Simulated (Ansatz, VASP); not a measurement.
# Si3N4: VASP beside Ansatz

```
CELL_PARAMETERS angstrom
7.66339 0.00000 0.00000
-3.83169 6.63669 0.00000
0.00000 0.00000 2.92614
ATOMIC_POSITIONS crystal
Si 0.23227 0.82597 0.74949
Si 0.40589 0.23171 0.25270
Si 0.82539 0.59321 0.25220
Si 0.17461 0.40679 0.74780
Si 0.59411 0.76829 0.74730
Si 0.76773 0.17403 0.25051
N 0.33393 0.66722 0.74289
N 0.66607 0.33278 0.25711
N 0.96957 0.66907 0.75236
N 0.29949 0.97030 0.25027
N 0.67037 0.70006 0.24766
N 0.32963 0.29994 0.75234
N 0.03043 0.33093 0.24764
N 0.70051 0.02970 0.74973
```

Alike in both runs: task single point; functional PBE; k mesh 1 × 1 × 2; occupations fermi-dirac, width 0.01 eV; no spin polarisation.

```csv
,VASP,Ansatz
version,VASP 6.6.1,Ansatz 0.2.0
potentials or method,"VASP PAW PBE potentials, release 64 (Si, N), cutoff 600 eV",plane-wave PAW DFT
valence electrons in the cell,64,64
```

VASP gave:

| Item | Value |
| --- | --- |
| gap on the k mesh at the Fermi level (eV) | 4.36 |
| rms of the force components (eV/Å) | 0.229 |

Problem. Estimate Ansatz's values.

Solution. gap on the k mesh at the Fermi level (eV): 4.37; rms of the force components (eV/Å): 0.227.

Atom by atom the forces differ by 0.002 eV/Å (rms over components). The functional is the same, so the differences come from potentials, cutoffs and numerics.

The k mesh is coarse, so the values compare programs but aren't converged.
